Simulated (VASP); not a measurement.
# RuS2 (Pa-3) in VASP: single point with PBE

Aim: the single point of RuS2 with PBE.

Everything below comes from runs of VASP 6.6.1. Logs are shortened: lines on timing, memory, paths and dates and some standing lists are left out, and cuts for length are marked.

## Step 1: The cell of the first run

It takes space group Pa-3 (No. 205, cubic). Conventional cell: a = 5.632 Å, b = 5.632 Å, c = 5.632 Å, α = 90.00°, β = 90.00°, γ = 90.00°. Ru (site symmetry -3) has 6 S at 2.36 Å within 3.1 Å. S (site symmetry 3) has 1 S at 2.19 Å and 3 Ru at 2.36 Å within 2.9 Å.

## Step 2: Single point, PBE, non-collinear spin, zero start, spin-orbit coupling

INCAR reads:

```
PREC = Accurate ; ENCUT = 520
EDIFF = 1E-6 ; ISMEAR = -1
SIGMA = 0.02 ; LREAL = False
LASPH = True ; NELM = 150
ALGO = Normal ; ISIF = 2
LWAVE = False ; LCHARG = False
MAGMOM = 0 0 0 0 0 0 0 0 0 0 0 0 0 0 0 0 0 0 0 0 0 0 0 0 0 0 0 0 0 0 0 0 0 0 0 0 ; LORBIT = 11
LSORBIT = True ; GGA_COMPAT = False
LORBMOM = True ; LMAXMIX = 4
GGA = PE ; NBANDS = 126
KPAR = 4
```

KPOINTS reads:

```
regular mesh
0
Gamma
  4 4 4
```

POSCAR reads:

```
RuS2
1.0
    5.6319165433      0.0000000000      0.0000000000
    0.0000000000      5.6319165433      0.0000000000
    0.0000000000      0.0000000000      5.6319165433
Ru S
4 8
Direct
    0.0000000000      0.5000000000      0.5000000000
    0.5000000000      0.5000000000      0.0000000000
    0.5000000000      0.0000000000      0.5000000000
    0.0000000000      0.0000000000      0.0000000000
    0.3879160855      0.1120839145      0.8879160855
    0.1120839145      0.8879160855      0.3879160855
    0.8879160855      0.3879160855      0.1120839145
    0.6120839145      0.6120839145      0.6120839145
    0.3879160855      0.3879160855      0.3879160855
    0.1120839145      0.6120839145      0.8879160855
    0.8879160855      0.1120839145      0.6120839145
    0.6120839145      0.8879160855      0.1120839145
```

Potentials or basis: VASP PAW PBE potentials, release 64 (Ru_pv, S).

Launch:

```bash
cat potpaw_PBE.64/Ru_pv/POTCAR potpaw_PBE.64/S/POTCAR > POTCAR
mpirun -np 4 vasp_ncl > vasp.out
```

OUTCAR:

```text
PREC = Accurate
   ENCUT = 520
   EDIFF = 1E-6
   ISMEAR = -1
   LREAL = False
   LASPH = True
   NELM = 150
   ISIF = 2
   LORBIT = 11
   LSORBIT = True
   GGA = PE

 ion  position               nearest neighbor table
   1  0.000  0.500  0.500-   6 2.36   7 2.36   8 2.36   9 2.36  10 2.36  11 2.36
   2  0.500  0.500  0.000-   5 2.36   7 2.36   8 2.36   9 2.36  10 2.36  12 2.36
   3  0.500  0.000  0.500-   5 2.36   6 2.36   8 2.36   9 2.36  11 2.36  12 2.36
   4  0.000  0.000  0.000-   5 2.36   6 2.36   7 2.36  10 2.36  11 2.36  12 2.36
   5  0.388  0.112  0.888-  12 2.19   3 2.36   4 2.36   2 2.36
   6  0.112  0.888  0.388-  11 2.19   3 2.36   4 2.36   1 2.36
   7  0.888  0.388  0.112-  10 2.19   2 2.36   4 2.36   1 2.36
   8  0.612  0.612  0.612-   9 2.19   2 2.36   3 2.36   1 2.36
   9  0.388  0.388  0.388-   8 2.19   2 2.36   3 2.36   1 2.36
  10  0.112  0.612  0.888-   7 2.19   2 2.36   4 2.36   1 2.36
  11  0.888  0.112  0.612-   6 2.19   3 2.36   4 2.36   1 2.36
  12  0.612  0.888  0.112-   5 2.19   3 2.36   4 2.36   2 2.36

  LATTYP: Found a simple cubic cell.
 ALAT       =     5.6319165433

  Lattice vectors:

 A1 = (   5.6319165433,   0.0000000000,   0.0000000000)
 A2 = (   0.0000000000,   5.6319165433,   0.0000000000)
 A3 = (   0.0000000000,   0.0000000000,   5.6319165433)

Analysis of symmetry for initial positions (statically):
=====================================================================
 Subroutine PRICEL returns:
 Original cell was already a primitive cell.

 Routine SETGRP: Setting up the symmetry group for a
 simple cubic supercell.

 Subroutine GETGRP returns: Found 24 space group operations
 (whereof  6 operations were pure point group operations)
 out of a pool of 48 trial point group operations.

The static configuration has the point symmetry S_6 .
 The point group associated with its full space group is T_h .

Analysis of symmetry for dynamics (positions and initial velocities):
=====================================================================
 Subroutine PRICEL returns:
 Original cell was already a primitive cell.

 Routine SETGRP: Setting up the symmetry group for a
 simple cubic supercell.

 Subroutine GETGRP returns: Found 24 space group operations
 (whereof  6 operations were pure point group operations)
 out of a pool of 48 trial point group operations.

The dynamic configuration has the point symmetry S_6 .
 The point group associated with its full space group is T_h .

Analysis of structural, dynamic, and magnetic symmetry:
=====================================================================
 Subroutine PRICEL returns:
 Original cell was already a primitive cell.

 Routine SETGRP: Setting up the symmetry group for a
 simple cubic supercell.

 Subroutine GETGRP returns: Found 24 space group operations
 (whereof  6 operations were pure point group operations)
 out of a pool of 48 trial point group operations.

The overall configuration has the point symmetry S_6 .
 The point group associated with its full space group is T_h .

 Subroutine INISYM returns: Found 24 space group operations
 (whereof  6 operations are pure point group operations),
 and found     1 'primitive' translations

----------------------------------------------------------------------------------------

                                     Primitive cell

  volume of cell :     178.6359

  direct lattice vectors                    reciprocal lattice vectors
     5.631916543  0.000000000  0.000000000     0.177559449  0.000000000  0.000000000
     0.000000000  5.631916543  0.000000000     0.000000000  0.177559449  0.000000000
     0.000000000  0.000000000  5.631916543     0.000000000  0.000000000  0.177559449

  length of vectors
     5.631916543  5.631916543  5.631916543     0.177559449  0.177559449  0.177559449

  position of ions in fractional coordinates (direct lattice)
     0.000000000  0.500000000  0.500000000
     0.500000000  0.500000000  0.000000000
     0.500000000  0.000000000  0.500000000
     0.000000000  0.000000000  0.000000000
     0.387916086  0.112083914  0.887916086
     0.112083914  0.887916086  0.387916086
     0.887916086  0.387916086  0.112083914
     0.612083914  0.612083914  0.612083914
     0.387916086  0.387916086  0.387916086
     0.112083914  0.612083914  0.887916086
     0.887916086  0.112083914  0.612083914
     0.612083914  0.887916086  0.112083914

  ion indices of the primitive-cell ions
   primitive index   ion index
                 1           1
                 2           2
[... 1464 lines left out ...]
      3.44721      3.44721      3.44721         0.079409      0.079409      0.079409
      2.18471      2.18471      2.18471        -0.079409     -0.079409     -0.079409
      0.63125      3.44721      5.00067         0.079409      0.079409     -0.079409
      5.00067      0.63125      3.44721        -0.079409      0.079409      0.079409
      3.44721      5.00067      0.63125         0.079409     -0.079409      0.079409
 -----------------------------------------------------------------------------------
    total drift:                               -0.000000     -0.000000      0.000000

  FREE ENERGIE OF THE ION-ELECTRON SYSTEM (eV)
  ---------------------------------------------------
  free  energy   TOTEN  =       -77.1177620143 eV

  energy  without entropy=      -77.1177620128  energy(sigma->0) =      -77.11776201

 orbital moment (x)

 # of ion     p       d       tot
 ----------------------------------------
  1        -0.000  -0.000  -0.000
  2         0.000   0.000   0.000
  3        -0.000  -0.000  -0.000
  4         0.000   0.000   0.000
  5         0.000   0.000   0.000
  6        -0.000   0.000  -0.000
  7         0.000   0.000   0.000
  8        -0.000   0.000  -0.000
  9        -0.000   0.000  -0.000
 10         0.000   0.000   0.000
 11        -0.000   0.000  -0.000
 12         0.000   0.000   0.000
 ----------------------------------------
            0.000   0.000   0.000

 orbital moment (y)

 # of ion     p       d       tot
 ----------------------------------------
  1         0.000   0.000   0.000
  2        -0.000  -0.000  -0.000
  3        -0.000  -0.000  -0.000
  4         0.000   0.000   0.000
  5        -0.000   0.000  -0.000
  6         0.000   0.000   0.000
  7         0.000   0.000   0.000
  8        -0.000   0.000  -0.000
  9        -0.000   0.000  -0.000
 10         0.000   0.000   0.000
 11         0.000   0.000   0.000
 12        -0.000   0.000  -0.000
 ----------------------------------------
           -0.000   0.000   0.000

 orbital moment (z)

 # of ion     p       d       tot
 ----------------------------------------
  1        -0.000  -0.000  -0.000
  2        -0.000  -0.000  -0.000
  3         0.000   0.000   0.000
  4         0.000   0.000   0.000
  5         0.000   0.000   0.000
  6         0.000   0.000   0.000
  7        -0.000   0.000  -0.000
  8        -0.000   0.000  -0.000
  9        -0.000   0.000  -0.000
 10        -0.000   0.000  -0.000
 11         0.000   0.000   0.000
 12         0.000   0.000   0.000
 ----------------------------------------
            0.000   0.000   0.000

 Spin-Orbit-Coupling matrix elements

 Ion:    1  E_soc:     -0.2596666
 l=   1
     0.0000000    -0.0355681    -0.0355681
    -0.0355681     0.0000000    -0.0355681
    -0.0355681    -0.0355681     0.0000000
 l=   2
     0.0000000    -0.0015163     0.0000000    -0.0015163    -0.0061934
    -0.0015163     0.0000000    -0.0047149    -0.0015163    -0.0014785
     0.0000000    -0.0047149     0.0000000    -0.0045752     0.0000000
    -0.0015163    -0.0015163    -0.0045752     0.0000000    -0.0016182
    -0.0061934    -0.0014785     0.0000000    -0.0016182     0.0000000
 l=   3
     0.0000000     0.0000000     0.0000000     0.0000000     0.0000000     0.0000000     0.0000000
     0.0000000     0.0000000     0.0000000     0.0000000     0.0000000     0.0000000     0.0000000
     0.0000000     0.0000000     0.0000000     0.0000000     0.0000000     0.0000000     0.0000000
     0.0000000     0.0000000     0.0000000     0.0000000     0.0000000     0.0000000     0.0000000
[... 209 lines left out ...]
 l=   2
     0.0000000     0.0000000     0.0000000     0.0000000     0.0000000
     0.0000000     0.0000000     0.0000000     0.0000000     0.0000000
     0.0000000     0.0000000     0.0000000     0.0000000     0.0000000
     0.0000000     0.0000000     0.0000000     0.0000000     0.0000000
     0.0000000     0.0000000     0.0000000     0.0000000     0.0000000
 l=   3
     0.0000000     0.0000000     0.0000000     0.0000000     0.0000000     0.0000000     0.0000000
     0.0000000     0.0000000     0.0000000     0.0000000     0.0000000     0.0000000     0.0000000
     0.0000000     0.0000000     0.0000000     0.0000000     0.0000000     0.0000000     0.0000000
     0.0000000     0.0000000     0.0000000     0.0000000     0.0000000     0.0000000     0.0000000
     0.0000000     0.0000000     0.0000000     0.0000000     0.0000000     0.0000000     0.0000000
     0.0000000     0.0000000     0.0000000     0.0000000     0.0000000     0.0000000     0.0000000
     0.0000000     0.0000000     0.0000000     0.0000000     0.0000000     0.0000000     0.0000000

 total charge

# of ion       s       p       d       tot
------------------------------------------
    1        0.327   6.305   6.122  12.754
    2        0.327   6.305   6.122  12.754
    3        0.327   6.305   6.122  12.754
    4        0.327   6.305   6.122  12.754
    5        1.343   2.295   0.000   3.637
    6        1.343   2.295   0.000   3.637
    7        1.343   2.295   0.000   3.637
    8        1.343   2.295   0.000   3.637
    9        1.343   2.295   0.000   3.637
   10        1.343   2.295   0.000   3.637
   11        1.343   2.295   0.000   3.637
   12        1.343   2.295   0.000   3.637
--------------------------------------------------
tot         12.047  43.578  24.490  80.115

 magnetization (x)

# of ion       s       p       d       tot
------------------------------------------
    1       -0.000   0.000   0.000   0.000
    2        0.000  -0.000  -0.000  -0.000
    3       -0.000   0.000   0.000   0.000
    4        0.000  -0.000  -0.000  -0.000
    5       -0.000  -0.000   0.000  -0.000
    6        0.000   0.000   0.000   0.000
    7       -0.000  -0.000   0.000  -0.000
    8        0.000   0.000   0.000   0.000
    9        0.000   0.000   0.000   0.000
   10       -0.000  -0.000   0.000  -0.000
   11        0.000   0.000   0.000   0.000
   12       -0.000  -0.000   0.000  -0.000
--------------------------------------------------
tot          0.000  -0.000   0.000  -0.000

 magnetization (y)

# of ion       s       p       d       tot
------------------------------------------
    1        0.000  -0.000  -0.000  -0.000
    2       -0.000   0.000   0.000   0.000
    3       -0.000   0.000   0.000   0.000
    4        0.000  -0.000  -0.000  -0.000
    5        0.000   0.000   0.000   0.000
    6       -0.000  -0.000   0.000  -0.000
    7       -0.000  -0.000   0.000  -0.000
    8        0.000   0.000   0.000   0.000
    9        0.000   0.000   0.000   0.000
   10       -0.000  -0.000   0.000  -0.000
   11       -0.000  -0.000   0.000  -0.000
   12        0.000   0.000   0.000   0.000
--------------------------------------------------
tot         -0.000  -0.000   0.000  -0.000

 magnetization (z)

# of ion       s       p       d       tot
------------------------------------------
    1       -0.000   0.000   0.000   0.000
    2       -0.000   0.000   0.000   0.000
    3        0.000  -0.000  -0.000  -0.000
    4        0.000  -0.000  -0.000  -0.000
    5       -0.000  -0.000   0.000  -0.000
    6       -0.000  -0.000   0.000  -0.000
    7        0.000   0.000   0.000   0.000
    8        0.000   0.000   0.000   0.000
    9        0.000   0.000   0.000   0.000
   10        0.000   0.000   0.000   0.000
   11       -0.000  -0.000   0.000  -0.000
   12       -0.000  -0.000   0.000  -0.000
--------------------------------------------------
tot         -0.000   0.000   0.000   0.000
```

Wall time 6.2 min (4 MPI ranks of AMD EPYC, shared host); peak memory 0.75 GiB.

What came out:

```yaml
Free_energy: -77.1178 eV
Pressure: 1.4 GPa
Largest_force: 0.138 eV/Å
Net_moment: 0.00 μB per cell
Valence_electrons_inside_the_program's_atomic_spheres: Ru 12.75; S 3.64
```

Forces in eV/Å, atoms in the order of the input:
```
Ru   0.000  0.000  0.000
Ru   0.000  0.000  0.000
Ru   0.000  0.000  0.000
Ru   0.000  0.000  0.000
S   -0.079  0.079 -0.079
S    0.079 -0.079 -0.079
S   -0.079 -0.079  0.079
S    0.079  0.079  0.079
S   -0.079 -0.079 -0.079
S    0.079  0.079 -0.079
S   -0.079  0.079  0.079
S    0.079 -0.079  0.079
```

Moments on the atoms (μB; x, y, z):
```
Ru  0.00 0.00 0.00
Ru  0.00 0.00 0.00
Ru  0.00 0.00 0.00
Ru  0.00 0.00 0.00
S   0.00 0.00 0.00
S   0.00 0.00 0.00
S   0.00 0.00 0.00
S   0.00 0.00 0.00
S   0.00 0.00 0.00
S   0.00 0.00 0.00
S   0.00 0.00 0.00
S   0.00 0.00 0.00
```
